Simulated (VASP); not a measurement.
# TiC (Fm-3m) in VASP: further runs

Runs on TiC. Level: PBE. Tasks: single point, relaxation of cell and atoms.

Program: VASP 6.6.1. These are calculated values, not measurements. Logs are shortened: lines on timing, memory, paths and dates and some standing lists are left out, and cuts for length are marked.

## 1. The cell of the first run

Symmetry: Fm-3m, No. 225, cubic system. Conventional cell: a = 4.333 Å, b = 4.333 Å, c = 4.333 Å, α = 90.00°, β = 90.00°, γ = 90.00°. Within 2.9 Å of Ti (site symmetry m-3m) lie 6 C at 2.17 Å. C (site symmetry m-3m) has 6 Ti at 2.17 Å within 2.9 Å.

## 2. Single point, PBE

INCAR

```
SYSTEM = TiC
ALGO = Normal
EDIFF = 1E-6
ENCUT = 520
GGA = PE
ISIF = 2
ISMEAR = 0
LASPH = .TRUE.
LCHARG = .FALSE.
LREAL = .FALSE.
LWAVE = .FALSE.
NBANDS = 15
NELM = 60
PREC = Accurate
SIGMA = 0.1
```

KPOINTS

```
k-points
0
G
  6 6 6
  0 0 0
```

POSCAR

```
TiC
1.0
    0.0000000000      2.1663653895      2.1663653895
    2.1663653895      0.0000000000      2.1663653895
    2.1663653895      2.1663653895      0.0000000000
Ti C
1 1
Direct
    0.5000000000      0.5000000000      0.5000000000
    0.0000000000      0.0000000000      0.0000000000
```

Potentials or basis: VASP PAW PBE potentials, release 64 (Ti_sv, C).

The run is started by

```console
> cat potpaw_PBE.64/Ti_sv/POTCAR potpaw_PBE.64/C/POTCAR > POTCAR
> mpirun -np 1 vasp_std > vasp.out
```

OUTCAR:

```text
SYSTEM = TiC
   EDIFF = 1E-6
   ENCUT = 520
   GGA = PE
   ISIF = 2
   ISMEAR = 0
   LASPH = .TRUE.
   LREAL = .FALSE.
   NELM = 60
   PREC = Accurate

 ion  position               nearest neighbor table
   1  0.500  0.500  0.500-   2 2.17   2 2.17   2 2.17   2 2.17   2 2.17   2 2.17
   2  0.000  0.000  0.000-   1 2.17   1 2.17   1 2.17   1 2.17   1 2.17   1 2.17

  LATTYP: Found a face centered cubic cell.
 ALAT       =     4.3327307790

  Lattice vectors:

 A1 = (   0.0000000000,   2.1663653895,   2.1663653895)
 A2 = (   2.1663653895,   0.0000000000,   2.1663653895)
 A3 = (   2.1663653895,   2.1663653895,   0.0000000000)

Analysis of symmetry for initial positions (statically):
=====================================================================
 Subroutine PRICEL returns:
 Original cell was already a primitive cell.

 Routine SETGRP: Setting up the symmetry group for a
 face centered cubic supercell.

 Subroutine GETGRP returns: Found 48 space group operations
 (whereof 48 operations were pure point group operations)
 out of a pool of 48 trial point group operations.

The static configuration has the point symmetry O_h .

Analysis of symmetry for dynamics (positions and initial velocities):
=====================================================================
 Subroutine PRICEL returns:
 Original cell was already a primitive cell.

 Routine SETGRP: Setting up the symmetry group for a
 face centered cubic supercell.

 Subroutine GETGRP returns: Found 48 space group operations
 (whereof 48 operations were pure point group operations)
 out of a pool of 48 trial point group operations.

The dynamic configuration has the point symmetry O_h .

 Subroutine INISYM returns: Found 48 space group operations
 (whereof 48 operations are pure point group operations),
 and found     1 'primitive' translations

----------------------------------------------------------------------------------------

                                     Primitive cell

  volume of cell :      20.3341

  direct lattice vectors                    reciprocal lattice vectors
     0.000000000  2.166365390  2.166365390    -0.230801324  0.230801324  0.230801324
     2.166365390  0.000000000  2.166365390     0.230801324 -0.230801324  0.230801324
     2.166365390  2.166365390  0.000000000     0.230801324  0.230801324 -0.230801324

  length of vectors
     3.063703315  3.063703315  3.063703315     0.399759619  0.399759619  0.399759619

  position of ions in fractional coordinates (direct lattice)
     0.500000000  0.500000000  0.500000000
     0.000000000  0.000000000  0.000000000

  ion indices of the primitive-cell ions
   primitive index   ion index
                 1           1
                 2           2

----------------------------------------------------------------------------------------

 KPOINTS: k-points

Automatic generation of k-mesh.
 Grid dimensions read from file:
 generate k-points for:    6    6    6

 Generating k-lattice:

  Cartesian coordinates                     Fractional coordinates (reciprocal lattice)
    -0.038466887  0.038466887  0.038466887     0.166666667  0.000000000  0.000000000
     0.038466887 -0.038466887  0.038466887     0.000000000  0.166666667  0.000000000
     0.038466887  0.038466887 -0.038466887     0.000000000  0.000000000  0.166666667

  Length of vectors
     0.066626603  0.066626603  0.066626603

  Shift w.r.t. Gamma in fractional coordinates (k-lattice)
     0.000000000  0.000000000  0.000000000

 Subroutine IBZKPT returns following result:
 ===========================================

 Found     16 irreducible k-points:

 Following reciprocal coordinates:
            Coordinates               Weight
  0.000000  0.000000  0.000000      1.000000
  0.166667  0.000000  0.000000      8.000000
  0.333333  0.000000  0.000000      8.000000
  0.500000  0.000000  0.000000      4.000000
  0.166667  0.166667  0.000000      6.000000
  0.333333  0.166667  0.000000     24.000000
[... 8 lines left out ...]
 -0.333333  0.333333  0.166667     24.000000
 -0.333333  0.500000  0.166667     12.000000
   k-points           NKPTS =     16   k-points in BZ     NKDIM =     16   number of bands    NBANDS=     15
   number of dos      NEDOS =    301   number of ions     NIONS =      2
   total plane-waves  NPLWV =  13824
   dimension x,y,z NGX =    24 NGY =   24 NGZ =   24
   dimension x,y,z NGXF=    48 NGYF=   48 NGZF=   48
   ions per type =               1   1
   NGX,Y,Z   is equivalent  to a cutoff of  13.02, 13.02, 13.02 a.u.
   NGXF,Y,Z  is equivalent  to a cutoff of  26.05, 26.05, 26.05 a.u.
 SYSTEM =  TiC
   PREC   = accura    normal or accurate (medium, high low for compatibility)
   ISTART =      0    job   : 0-new  1-cont  2-samecut
   ICHARG =      2    charge: 1-file 2-atom 10-const
   ISPIN  =      1    spin polarized calculation?
   LNONCOLLINEAR =      F non collinear calculations
   LSORBIT =      F    spin-orbit coupling
   LASPH  =      T    aspherical Exc in radial PAW
   ENCUT  =  520.0 eV  38.22 Ry    6.18 a.u.   5.70  5.70  5.70*2*pi/ulx,y,z
   NELM   =     60;   NELMIN=  2; NELMDL= -5     # of ELM steps
   EDIFF  = 0.1E-05   stopping-criterion for ELM
   LREAL  =      F    real-space projection
[... 7 lines left out ...]
   TEBEG  =    0.0;   TEEND  =   0.0 temperature during run
   PSTRESS=    0.0 pullay stress
   NELECT =      16.0000    total number of electrons
   NUPDOWN=      -1.0000    fix difference up-down
   EMIN   =  10.00;   EMAX   =-10.00  energy-range for DOS
   EFERMI =   0.00;   METHOD = LEGACY
   ISMEAR =     0;   SIGMA  =   0.10  broadening in eV -4-tet -1-fermi 0-gaus
   EFERMI_NEDOS =   21; number of points for ismear=-14 and -15
   IALGO  =     38    algorithm
   IMIX   =      4    mixing-type and parameters
     AMIX     =   0.40;   BMIX     =  1.00
     AMIX_MAG =   1.60;   BMIX_MAG =  1.00
  volume/ion in A,a.u.               =      10.17        68.61
  Fermi-wavevector in a.u.,A,eV,Ry     =   1.511378  2.856090 31.079294  2.284264
  Thomas-Fermi vector in A             =   2.621443
   LORBIT       =      0    0 simple, 1 ext, 2 COOP (PROOUT), +10 PAW based schemes
   GGA     = PE    functional components
   LHFCALC =     F    Hartree Fock is set to
   AEXX    =    0.0000 exact exchange contribution
   IVDW    =     0    specifies the selected vdW correction
   LEPSILON=     F    determine dielectric tensor
   LRPA    =     F    only Hartree local field effects (RPA)
 non-spin polarized calculation
 Gauss-broadening in eV      SIGMA  =   0.10
  energy-cutoff  :      520.00
  volume of cell :       20.33
 maximum number of plane-waves:       568
   NGX = 11   NGY = 11   NGZ = 11

 number of electron      16.0000000 magnetization

 Free energy of the ion-electron system (eV)
  ---------------------------------------------------
  ext. energy  EPLUGINS =         0.00000000
  ---------------------------------------------------
  free energy    TOTEN  =       -18.69801652 eV

  energy without entropy =      -18.69545485  energy(sigma->0) =      -18.69673568

 E-fermi :   9.2925     XC(G=0): -12.6921

 val. band max:        9.1983342306   @ k =   0.1667   0.1667   0.0000
 cond. band min:       9.3710425224   @ k =   0.5000   0.5000   0.0000
 fundamental gap:      0.1727082918
 Fermi energy:         9.2925290345

 k-point     1 :       0.0000    0.0000    0.0000
  band No.  band energies     occupation
      1     -47.1887      2.00000
      2     -23.2134      2.00000
      3     -23.2134      2.00000
      4     -23.2134      2.00000
      5      -2.9867      2.00000
      6      10.0956      0.00000
      7      10.0956      0.00000
      8      10.0956      0.00000
      9      11.0846      0.00000
     10      11.0846      0.00000
     11      11.0846      0.00000
     12      11.1138      0.00000
     13      11.1138      0.00000
     14      19.8757      0.00000
     15      23.4311      0.00000

 k-point     2 :       0.1667    0.0000    0.0000
  band No.  band energies     occupation
      1     -47.1706      2.00000
      2     -23.3405      2.00000
      3     -23.2254      2.00000
      4     -23.2254      2.00000
      5      -2.3780      2.00000
      6       8.1012      2.00000
      7       8.6051      2.00000
      8       8.6051      2.00000
      9      10.6866      0.00000
     10      10.6866      0.00000
     11      11.8416      0.00000
     12      13.8745      0.00000
     13      13.8745      0.00000
     14      20.6722      0.00000
     15      23.4581      0.00000

 k-point     3 :       0.3333    0.0000    0.0000
  band No.  band energies     occupation
      1     -47.1344      2.00000
      2     -23.5874      2.00000
      3     -23.2493      2.00000
      4     -23.2493      2.00000
      5      -0.8199      2.00000
      6       5.2879      2.00000
      7       7.0546      2.00000
      8       7.0546      2.00000
      9      11.7021      0.00000
     10      11.7021      0.00000
     11      12.6981      0.00000
     12      16.4076      0.00000
     13      16.4076      0.00000
     14      19.3371      0.00000
     15      24.7862      0.00000

 k-point     4 :       0.5000    0.0000    0.0000
  band No.  band energies     occupation
      1     -47.1161      2.00000
      2     -23.7074      2.00000
      3     -23.2612      2.00000
      4     -23.2612      2.00000
      5       0.4879      2.00000
      6       3.5721      2.00000
      7       6.5150      2.00000
      8       6.5150      2.00000
      9      12.3140      0.00000
     10      12.3140      0.00000
     11      13.4951      0.00000
     12      17.5498      0.00000
     13      17.5498      0.00000
     14      17.6137      0.00000
     15      24.2736      0.00000
[... 163 lines left out ...]
 k-point    14 :       0.5000    0.3333    0.1667
  band No.  band energies     occupation
      1     -47.1103      2.00000
      2     -23.5689      2.00000
      3     -23.3997      2.00000
      4     -23.3072      2.00000
      5      -0.3824      2.00000
      6       5.2414      2.00000
      7       6.8919      2.00000
      8       7.2782      2.00000
      9      11.0056      0.00000
     10      12.6081      0.00000
     11      13.3074      0.00000
     12      13.9635      0.00000
     13      16.4359      0.00000
     14      22.1672      0.00000
     15      23.0509      0.00000

 k-point    15 :      -0.3333    0.3333    0.1667
  band No.  band energies     occupation
      1     -47.0981      2.00000
      2     -23.5840      2.00000
      3     -23.4519      2.00000
      4     -23.3351      2.00000
      5       0.0343      2.00000
      6       5.1951      2.00000
      7       6.3452      2.00000
      8       7.0211      2.00000
      9      12.0332      0.00000
     10      12.0629      0.00000
     11      13.1113      0.00000
     12      15.1597      0.00000
     13      15.4488      0.00000
     14      21.6624      0.00000
     15      23.4194      0.00000

 k-point    16 :      -0.3333    0.5000    0.1667
  band No.  band energies     occupation
      1     -47.0921      2.00000
      2     -23.5804      2.00000
      3     -23.4476      2.00000
      4     -23.3864      2.00000
      5      -0.2755      2.00000
      6       6.0573      2.00000
      7       6.6852      2.00000
      8       7.2298      2.00000
      9      11.2052      0.00000
     10      12.7397      0.00000
     11      12.9150      0.00000
     12      13.8748      0.00000
     13      14.9447      0.00000
     14      23.0929      0.00000
     15      23.4590      0.00000

------------------------ aborting loop because EDIFF is reached ----------------------------------------

  FORCE on cell =-STRESS in cart. coord.  units (eV):
  Direction    XX          YY          ZZ          XY          YZ          ZX
  --------------------------------------------------------------------------------------
  -------------------------------------------------------------------------------------
  Total        0.0268165      0.0268165      0.0268165      0.0000000     -0.0000000      0.0000000
  in kB        2.1129455      2.1129455      2.1129455      0.0000000     -0.0000000      0.0000000
  external PRESSURE =       2.1129455 kB  Pullay stress =       0.0000000 kB

 VOLUME and BASIS-vectors are now :
 -----------------------------------------------------------------------------
  energy-cutoff  :      520.00
  volume of cell :       20.33
      direct lattice vectors                 reciprocal lattice vectors
     0.000000000  2.166365390  2.166365390    -0.230801324  0.230801324  0.230801324
     2.166365390  0.000000000  2.166365390     0.230801324 -0.230801324  0.230801324
     2.166365390  2.166365390  0.000000000     0.230801324  0.230801324 -0.230801324

 POSITION                                       TOTAL-FORCE (eV/Angst)
 -----------------------------------------------------------------------------------
      2.16637      2.16637      2.16637        -0.000000      0.000000      0.000000
      0.00000      0.00000      0.00000         0.000000     -0.000000      0.000000
 -----------------------------------------------------------------------------------
    total drift:                                0.000000     -0.000000      0.000000

  FREE ENERGIE OF THE ION-ELECTRON SYSTEM (eV)
  ---------------------------------------------------
  free  energy   TOTEN  =       -18.6980165159 eV

  energy  without entropy=      -18.6954548470  energy(sigma->0) =      -18.69673568
```

It took 8.1 s on 1 thread of Intel Xeon 8259CL, shared host; peak memory 0.14 GiB.

Results:

```yaml
Free_energy: -18.6980 eV
Pressure: 0.2 GPa
Band_gap_on_the_k_mesh: zero (bands 8 and 9 overlap by 1.03 eV)
```

Caveat: the k points lie up to 0.42 Å⁻¹ apart, too coarse for converged energies and pressures of a metal.

## 3. Single point, PBE, collinear spin

INCAR

```
SYSTEM = TiC
PREC     = Accurate       ! precision mode
ENCUT    = 520            ! plane-wave cutoff, eV
EDIFF    = 1E-6           ! SCF threshold, eV
ISMEAR   = 0              ! smearing method
SIGMA    = 0.1            ! smearing width, eV
LREAL    = .False.        ! projectors in reciprocal space
LASPH    = .True.         ! aspherical terms in the spheres
NELM     = 150            ! most SCF steps
ALGO     = Normal         ! electronic algorithm
ISIF     = 2              ! what is computed and relaxed
LWAVE    = .False.        ! write WAVECAR
LCHARG   = .False.        ! write CHGCAR
ISPIN    = 2              ! spin polarisation
MAGMOM   = 1 0            ! initial moments
LORBIT   = 11             ! projections on sites
LMAXMIX  = 4              ! l up to which the mixer works
GGA      = PE             ! functional
NBANDS   = 19             ! bands
```

KPOINTS

```
regular mesh
0
Gamma
  6 6 6
  0 0 0
```

POSCAR is that of step 2.

Potentials or basis: VASP PAW PBE potentials, release 64 (Ti_sv, C).

The run is started by

```console
> cat potpaw_PBE.64/Ti_sv/POTCAR potpaw_PBE.64/C/POTCAR > POTCAR
> mpirun -np 1 vasp_std > vasp.out
```

Wall time 22 s (1 thread of Intel Xeon 8259CL, shared host); peak memory 0.15 GiB.

The run converged. Its results:

| Item | Value |
| --- | --- |
| Free energy | -18.6980 eV |
| Pressure | 0.2 GPa |
| Band gap on the k mesh | zero (filled and empty bands overlap) |
| Net moment | 0.00 μB per cell |
| Valence electrons inside the program's atomic spheres | Ti 10.39; C 2.40 |

Levels at points of the mesh, in eV from the Fermi level:
Spin up:
| k point | band 4 | band 5 | band 6 | band 7 | band 8 | band 9 | band 10 | band 11 | band 12 | band 13 |
| --- | --- | --- | --- | --- | --- | --- | --- | --- | --- | --- |
| (0.00, 0.00, 0.00) | -32.51 | -12.28 | 0.80 | 0.80 | 0.80 | 1.79 | 1.79 | 1.79 | 1.82 | 1.82 |
| (0.50, 0.00, 0.00) | -32.55 | -8.80 | -5.72 | -2.78 | -2.78 | 3.02 | 3.02 | 4.20 | 8.26 | 8.26 |
| (0.50, 0.50, 0.00) | -32.67 | -10.00 | -3.32 | -1.50 | 0.08 | 0.08 | 2.81 | 3.62 | 3.62 | 5.90 |
Spin down:
| k point | band 4 | band 5 | band 6 | band 7 | band 8 | band 9 | band 10 | band 11 | band 12 | band 13 |
| --- | --- | --- | --- | --- | --- | --- | --- | --- | --- | --- |
| (0.00, 0.00, 0.00) | -32.51 | -12.28 | 0.80 | 0.80 | 0.80 | 1.79 | 1.79 | 1.79 | 1.82 | 1.82 |
| (0.50, 0.00, 0.00) | -32.55 | -8.80 | -5.72 | -2.78 | -2.78 | 3.02 | 3.02 | 4.20 | 8.26 | 8.26 |
| (0.50, 0.50, 0.00) | -32.67 | -10.00 | -3.32 | -1.50 | 0.08 | 0.08 | 2.81 | 3.62 | 3.62 | 5.90 |

Caveat: the k points lie up to 0.42 Å⁻¹ apart, too coarse for converged energies and pressures of a metal.

## 4. Single point, PBE

INCAR

```
SYSTEM = TiC
  PREC = Accurate
  ENCUT = 520
  EDIFF = 1E-6
  ISMEAR = 0
  SIGMA = 0.1
  LREAL = .False.
  LASPH = .True.
  NELM = 80
  ALGO = Normal
  ISIF = 2
  LWAVE = .False.
  LCHARG = .True.
  GGA = PE
  LELF = .True.
  LVHAR = .True.
  NBANDS = 15
```

KPOINTS

```
regular mesh
0
Gamma
  22 22 22
  0 0 0
```

POSCAR is that of step 3.

Potentials or basis: VASP PAW PBE potentials, release 64 (Ti_sv, C).

The run is started by

```console
> cat potpaw_PBE.64/Ti_sv/POTCAR potpaw_PBE.64/C/POTCAR > POTCAR
> mpirun -np 1 vasp_std > vasp.out
```

OUTCAR:

```text
SYSTEM = TiC
   PREC = Accurate
   ENCUT = 520
   EDIFF = 1E-6
   ISMEAR = 0
   LREAL = .False.
   LASPH = .True.
   NELM = 80
   ISIF = 2
   GGA = PE

 ion  position               nearest neighbor table
   1  0.500  0.500  0.500-   2 2.17   2 2.17   2 2.17   2 2.17   2 2.17   2 2.17
   2  0.000  0.000  0.000-   1 2.17   1 2.17   1 2.17   1 2.17   1 2.17   1 2.17

  LATTYP: Found a face centered cubic cell.
 ALAT       =     4.3327307790

  Lattice vectors:

 A1 = (   0.0000000000,   2.1663653895,   2.1663653895)
 A2 = (   2.1663653895,   0.0000000000,   2.1663653895)
 A3 = (   2.1663653895,   2.1663653895,   0.0000000000)
[... 609 lines left out ...]
     12      17.1750      0.00000
     13      17.5233      0.00000
     14      17.9752      0.00000
     15      24.2651      0.00000

 [... further k-points ...]
[... 5 lines left out ...]
  --------------------------------------------------------------------------------------
  -------------------------------------------------------------------------------------
  Total        0.0273077      0.0273077      0.0273077      0.0000000      0.0000000      0.0000000
  in kB        2.1516472      2.1516472      2.1516472      0.0000000      0.0000000      0.0000000
  external PRESSURE =       2.1516472 kB  Pullay stress =       0.0000000 kB

 VOLUME and BASIS-vectors are now :
 -----------------------------------------------------------------------------
  energy-cutoff  :      520.00
  volume of cell :       20.33
      direct lattice vectors                 reciprocal lattice vectors
     0.000000000  2.166365390  2.166365390    -0.230801324  0.230801324  0.230801324
     2.166365390  0.000000000  2.166365390     0.230801324 -0.230801324  0.230801324
     2.166365390  2.166365390  0.000000000     0.230801324  0.230801324 -0.230801324

 POSITION                                       TOTAL-FORCE (eV/Angst)
 -----------------------------------------------------------------------------------
      2.16637      2.16637      2.16637         0.000000     -0.000000     -0.000000
      0.00000      0.00000      0.00000        -0.000000      0.000000      0.000000
 -----------------------------------------------------------------------------------
    total drift:                                0.000000     -0.000000      0.000000

  FREE ENERGIE OF THE ION-ELECTRON SYSTEM (eV)
  ---------------------------------------------------
  free  energy   TOTEN  =       -18.7101731400 eV

  energy  without entropy=      -18.7088136938  energy(sigma->0) =      -18.70949342
```

stdout:

```text
POSCAR found type information on POSCAR TiC
 POSCAR found :  2 types and       2 ions
 scaLAPACK will be used
 LDA part: xc-table for (Slater+PW92), standard interpolation
 POSCAR, INCAR and KPOINTS ok, starting setup
 FFT: planning ... GRIDC
 FFT: planning ... GRID_SOFT
 FFT: planning ... GRID
 WAVECAR not read
 entering main loop
```

Wall time 92 s (1 thread of Intel Xeon 8259CL, shared host); peak memory 0.22 GiB.

What came out:

| Item | Value |
| --- | --- |
| Free energy | -18.7102 eV |
| Pressure | 0.2 GPa |
| Band gap on the k mesh | zero (bands 8 and 9 overlap by 1.10 eV) |

(Continued in part 2 of 2.)

The gap in the log of VASP goes by the Fermi energy; the results here count the filled bands.